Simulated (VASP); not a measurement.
# Sn (Fmmm) in VASP: a series of runs

Runs on Sn. Level: PBEsol. Tasks: single point.

Everything below comes from runs of VASP 6.6.1. Logs are shortened: lines on timing, memory, paths and dates and some standing lists are left out, and cuts for length are marked.

## 1. The cell of the first run

The structure is orthorhombic, space group Fmmm (No. 69). Conventional cell: a = 3.789 Å, b = 5.319 Å, c = 5.399 Å, α = 90.00°, β = 90.00°, γ = 90.00°. Within 4.3 Å of Sn (site symmetry mmm) lie 14 Sn at 3.27 to 3.79 Å.

## 2. Single point, PBEsol (strain +0.0150 x Voigt [0, 0, 0, 0, 0, 1])

INCAR

```
PREC = Accurate
ENCUT = 520
EDIFF = 1E-6
ISMEAR = 0
SIGMA = 0.15
LREAL = False
LASPH = True
NELM = 60
ALGO = Fast
ISIF = 2
LWAVE = False
LCHARG = False
GGA = PS
NBANDS = 13
```

KPOINTS

```
regular mesh
0
Gamma
  18 18 18
```

POSCAR

```
Sn
1.0
   -1.8804419306      1.8804419306      1.8946518192
    1.8804419306     -1.8804419306      1.8946518192
    1.9088617078      1.9088617078     -1.8946518192
Sn
1
Direct
    0.0000000000      0.0000000000      0.0000000000
```

Potentials or basis: VASP PAW PBE potentials, release 64 (Sn_d).

Started as:

```bash
cat potpaw_PBE.64/Sn_d/POTCAR > POTCAR
mpirun -np 1 vasp_std > vasp.out
```

OUTCAR:

```text
PREC = Accurate
   ENCUT = 520
   EDIFF = 1E-6
   ISMEAR = 0
   LREAL = False
   LASPH = True
   NELM = 60
   ISIF = 2
   GGA = PS

 ion  position               nearest neighbor table
   1  0.000  0.000  0.000-

  LATTYP: Found a face centered orthorhombic cell.
 ALAT       =     3.7893036384
 B/A-ratio  =     1.4036069607
 C/A-ratio  =     1.4248201641

  Lattice vectors:

 A1 = (   3.7893036384,   0.0284197772,   0.0000000000)
 A2 = (   1.9088617078,   1.9088617078,   1.8946518192)
 A3 = (   1.8804419306,  -1.8804419306,   1.8946518192)

Analysis of symmetry for initial positions (statically):
=====================================================================
 Subroutine PRICEL returns:
 Original cell was already a primitive cell.

 Routine SETGRP: Setting up the symmetry group for a
 face centered orthorhombic supercell.

 Subroutine GETGRP returns: Found  8 space group operations
 (whereof  8 operations were pure point group operations)
 out of a pool of  8 trial point group operations.

The static configuration has the point symmetry D_2h.

Analysis of symmetry for dynamics (positions and initial velocities):
=====================================================================
 Subroutine PRICEL returns:
 Original cell was already a primitive cell.

 Routine SETGRP: Setting up the symmetry group for a
 face centered orthorhombic supercell.

 Subroutine GETGRP returns: Found  8 space group operations
 (whereof  8 operations were pure point group operations)
 out of a pool of  8 trial point group operations.

The dynamic configuration has the point symmetry D_2h.

 Subroutine INISYM returns: Found  8 space group operations
 (whereof  8 operations are pure point group operations),
 and found     1 'primitive' translations

----------------------------------------------------------------------------------------

                                     Primitive cell

  volume of cell :      27.2034

  direct lattice vectors                    reciprocal lattice vectors
    -1.880441931  1.880441931  1.894651819    -0.001979367  0.263915576  0.263900731
     1.880441931 -1.880441931  1.894651819     0.263915576 -0.001979367  0.263900731
     1.908861708  1.908861708 -1.894651819     0.261936209  0.261936209  0.000000000

  length of vectors
[... 80 lines left out ...]
   EDIFF  = 0.1E-05   stopping-criterion for ELM
   LREAL  =      F    real-space projection
   EDIFFG = 0.1E-04   stopping-criterion for IOM
   NSW    =      0    number of steps for IOM
   IBRION =     -1    ionic relax: 0-MD 1-quasi-New 2-CG
   NFREE  =      0    steps in history (QN), initial steepest desc. (CG)
   ISIF   =      2    stress and relaxation
   ISYM   =      2    0-nonsym 1-usesym 2-fastsym
   POTIM  = 0.5000    time-step for ionic-motion
   TEBEG  =    0.0;   TEEND  =   0.0 temperature during run
   PSTRESS=    0.0 pullay stress
   NELECT =      14.0000    total number of electrons
   NUPDOWN=      -1.0000    fix difference up-down
   EMIN   =  10.00;   EMAX   =-10.00  energy-range for DOS
   EFERMI =   0.00;   METHOD = LEGACY
   ISMEAR =     0;   SIGMA  =   0.15  broadening in eV -4-tet -1-fermi 0-gaus
   EFERMI_NEDOS =   21; number of points for ismear=-14 and -15
   IALGO  =     68    algorithm
   IMIX   =      4    mixing-type and parameters
     AMIX     =   0.40;   BMIX     =  1.00
     AMIX_MAG =   1.60;   BMIX_MAG =  1.00
  volume/ion in A,a.u.               =      27.20       183.58
  Fermi-wavevector in a.u.,A,eV,Ry     =   1.311927  2.479182 23.417691  1.721152
  Thomas-Fermi vector in A             =   2.442354
   LORBIT       =      0    0 simple, 1 ext, 2 COOP (PROOUT), +10 PAW based schemes
   GGA     = PS    functional components
   LHFCALC =     F    Hartree Fock is set to
   AEXX    =    0.0000 exact exchange contribution
   IVDW    =     0    specifies the selected vdW correction
   LEPSILON=     F    determine dielectric tensor
   LRPA    =     F    only Hartree local field effects (RPA)
 non-spin polarized calculation
 RMM-DIIS sequential band-by-band and
 Gauss-broadening in eV      SIGMA  =   0.15
  energy-cutoff  :      520.00
  volume of cell :       27.20
 maximum number of plane-waves:       746
   NGX = 13   NGY = 13   NGZ = 13

 number of electron      14.0000000 magnetization

 Free energy of the ion-electron system (eV)
  ---------------------------------------------------
  ext. energy  EPLUGINS =         0.00000000
  ---------------------------------------------------
  free energy    TOTEN  =        -4.22575246 eV

  energy without entropy =       -4.21849672  energy(sigma->0) =       -4.22212459

 E-fermi :   7.9087     XC(G=0): -10.5012

 val. band max:        7.9029577603   @ k =  -0.3333   0.4444   0.2222
 cond. band min:       7.9136007608   @ k =  -0.2778  -0.3889   0.1667
 fundamental gap:      0.0106430005
 Fermi energy:         7.9087460010

 k-point     1 :       0.0000    0.0000    0.0000
  band No.  band energies     occupation
      1     -13.5349      2.00000
      2     -13.5277      2.00000
      3     -13.5199      2.00000
      4     -13.3878      2.00000
      5     -13.3874      2.00000
      6      -3.1746      2.00000
      7      15.7157      0.00000
      8      15.8610      0.00000
      9      15.9917      0.00000
     10      19.9505      0.00000
     11      20.0388      0.00000
     12      20.1445      0.00000
     13      20.6091      0.00000
[... 354 lines left out ...]
  band No.  band energies     occupation
      1     -13.5400      2.00000
      2     -13.5089      2.00000
      3     -13.4515      2.00000
      4     -13.4035      2.00000
      5     -13.3904      2.00000
      6      -2.2947      2.00000
      7      11.1448      0.00000
      8      13.5038      0.00000
      9      14.5513      0.00000
     10      17.4116      0.00000
     11      18.1615      0.00000
     12      19.6689      0.00000
     13      22.3185      0.00000

 [... further k-points ...]
[... 5 lines left out ...]
  --------------------------------------------------------------------------------------
  -------------------------------------------------------------------------------------
  Total       -0.3305828     -0.3305828     -0.3192833     -0.0183749      0.0000000      0.0000000
  in kB      -19.4700477    -19.4700477    -18.8045525     -1.0822105      0.0000000      0.0000000
  external PRESSURE =     -19.2482159 kB  Pullay stress =       0.0000000 kB

 VOLUME and BASIS-vectors are now :
 -----------------------------------------------------------------------------
  energy-cutoff  :      520.00
  volume of cell :       27.20
      direct lattice vectors                 reciprocal lattice vectors
    -1.880441931  1.880441931  1.894651819    -0.001979367  0.263915576  0.263900731
     1.880441931 -1.880441931  1.894651819     0.263915576 -0.001979367  0.263900731
     1.908861708  1.908861708 -1.894651819     0.261936209  0.261936209  0.000000000

 POSITION                                       TOTAL-FORCE (eV/Angst)
 -----------------------------------------------------------------------------------
      0.00000      0.00000      0.00000         0.000000     -0.000000      0.000000
 -----------------------------------------------------------------------------------
    total drift:                               -0.000000     -0.000000      0.000000

  FREE ENERGIE OF THE ION-ELECTRON SYSTEM (eV)
  ---------------------------------------------------
  free  energy   TOTEN  =        -4.2257524626 eV

  energy  without entropy=       -4.2184967208  energy(sigma->0) =       -4.22212459
```

OSZICAR:

```text
N       E                     dE             d eps       ncg     rms          rms(c)
DAV:   1     0.805009903005E+02    0.80501E+02   -0.71590E+03 23158   0.161E+03
DAV:   2     0.142700835341E+01   -0.79074E+02   -0.76614E+02 24138   0.340E+02
DAV:   3    -0.412862526159E+01   -0.55556E+01   -0.55334E+01 26810   0.729E+01
DAV:   4    -0.424243715823E+01   -0.11381E+00   -0.11379E+00 26525   0.112E+01
DAV:   5    -0.424635696829E+01   -0.39198E-02   -0.39197E-02 29105   0.203E+00    0.135E+00
RMM:   6    -0.423050930773E+01    0.15848E-01   -0.15127E-02 28423   0.164E+00    0.752E-01
RMM:   7    -0.422593555480E+01    0.45738E-02   -0.10276E-02 28067   0.121E+00    0.119E-01
RMM:   8    -0.422571655363E+01    0.21900E-03   -0.88887E-04 31416   0.430E-01    0.289E-02
RMM:   9    -0.422574949703E+01   -0.32943E-04   -0.33822E-04 35043   0.169E-01    0.250E-02
RMM:  10    -0.422575137457E+01   -0.18775E-05   -0.50142E-05 29746   0.105E-01    0.894E-03
RMM:  11    -0.422575202785E+01   -0.65329E-06   -0.24495E-05 34477   0.529E-02    0.567E-03
RMM:  12    -0.422575246261E+01   -0.43476E-06   -0.49890E-06 24002   0.223E-02
   1 F= -.42257525E+01 E0= -.42221246E+01  d E =-.725574E-02
```

stdout:

```text
POSCAR found type information on POSCAR Sn
 POSCAR found :  1 types and       1 ions
 scaLAPACK will be used
 -----------------------------------------------------------------------------
|                                                                             |
|                                                                             |
|     You enforced a specific xc type in the INCAR file but a different       |
|     I HOPE YOU KNOW WHAT YOU ARE DOING!                                     |
|                                                                             |
 -----------------------------------------------------------------------------

 LDA part: xc-table for (Slater+PW92), standard interpolation
 POSCAR, INCAR and KPOINTS ok, starting setup
 FFT: planning ... GRIDC
 FFT: planning ... GRID_SOFT
 FFT: planning ... GRID
 WAVECAR not read
 entering main loop
WARNING in EDDRMM: call to ZHEGV failed, returncode =   6  3     12
WARNING in EDDRMM: call to ZHEGV failed, returncode =   8  4     12
WARNING in EDDRMM: call to ZHEGV failed, returncode =   8  4     10
WARNING in EDDRMM: call to ZHEGV failed, returncode =   8  4     13
WARNING in EDDRMM: call to ZHEGV failed, returncode =   6  3     12
WARNING in EDDRMM: call to ZHEGV failed, returncode =   6  3     11
WARNING in EDDRMM: call to ZHEGV failed, returncode =   8  4     13
```

It took 3.3 min on 1 thread of Intel Xeon Platinum 8259CL at 2.50GHz (Skylake/Cascade Lake), shared host; peak memory 0.37 GiB.

What came out:

| Property | Result |
| --- | --- |
| Free energy | -4.2258 eV |
| Pressure | -1.9 GPa |
| Band gap on the k mesh | zero (band 7 reaches 15.72 eV, above the bottom of band 8 at 5.44 eV) |

Stress tensor (GPa, compression positive):
```
-1.95 -0.11  0.00
-0.11 -1.95  0.00
 0.00  0.00 -1.88
```

Caveat: the cell differs from its parent crystal (strain +0.0150 x Voigt [0, 0, 0, 0, 0, 1]); the PAW data sets were made with another functional, which shifts forces and pressure a little; spin-orbit coupling is left out, which moves the levels of the heavy elements.

## 3. Single point, PBEsol (strain +0.0050 x Voigt [0, 0, 0, 0, 0, 1])

INCAR

```
SYSTEM = Sn
ALGO = Fast ; EDIFF = 1E-6
ENCUT = 520 ; GGA = PS
ISIF = 2 ; ISMEAR = 0
LASPH = .True. ; LCHARG = .True.
LELF = .True. ; LREAL = .False.
LVHAR = .True. ; LWAVE = .False.
NBANDS = 13 ; NELM = 60
PREC = Accurate ; SIGMA = 0.15
```

KPOINTS

```
k-points
0
Gamma
  18 18 18
  0 0 0
```

POSCAR

```
Sn
1.0
   -1.8899151897      1.8899151897      1.8946518192
    1.8899151897     -1.8899151897      1.8946518192
    1.8993884487      1.8993884487     -1.8946518192
Sn
1
Direct
    0.0000000000      0.0000000000      0.0000000000
```

Potentials or basis: VASP PAW PBE potentials, release 64 (Sn_d).

Started as:

```bash
cat potpaw_PBE.64/Sn_d/POTCAR > POTCAR
mpirun -np 1 vasp_std > vasp.out
```

Wall time 2.2 min (1 thread of Intel Xeon Platinum 8259CL at 2.50GHz (Skylake/Cascade Lake), shared host); peak memory 0.37 GiB.

The run converged. Its results:

```yaml
Free_energy: -4.2258 eV
Pressure: -1.9 GPa
Band_gap_on_the_k_mesh: zero (band 7 reaches 15.81 eV, above the bottom of band 8 at 5.45 eV)
```

Levels at points of the mesh, in eV from the Fermi level:
| k point | band 3 | band 4 | band 5 | band 6 | band 7 | band 8 | band 9 | band 10 | band 11 | band 12 |
| --- | --- | --- | --- | --- | --- | --- | --- | --- | --- | --- |
| (0.00, 0.00, 0.00) | -21.43 | -21.30 | -21.30 | -11.08 | 7.90 | 7.95 | 8.00 | 12.10 | 12.13 | 12.16 |
| (0.50, 0.00, 0.00) | -21.30 | -21.30 | -21.21 | -6.41 | -4.41 | 3.60 | 5.44 | 7.95 | 8.28 | 14.97 |
| (0.50, 0.50, 0.00) | -21.30 | -21.30 | -21.21 | -6.38 | -4.40 | 3.57 | 5.42 | 7.92 | 8.26 | 14.90 |
| (0.00, 0.00, 0.50) | -21.30 | -21.30 | -21.21 | -6.45 | -4.42 | 3.64 | 5.45 | 7.99 | 8.29 | 15.03 |
| (0.50, 0.50, 0.50) | -21.23 | -21.23 | -21.23 | -2.49 | -0.49 | -0.47 | -0.45 | 3.85 | 3.85 | 18.23 |

Caveat: the cell differs from its parent crystal (strain +0.0050 x Voigt [0, 0, 0, 0, 0, 1]); the PAW data sets were made with another functional, which shifts forces and pressure a little; spin-orbit coupling is left out, which moves the levels of the heavy elements.
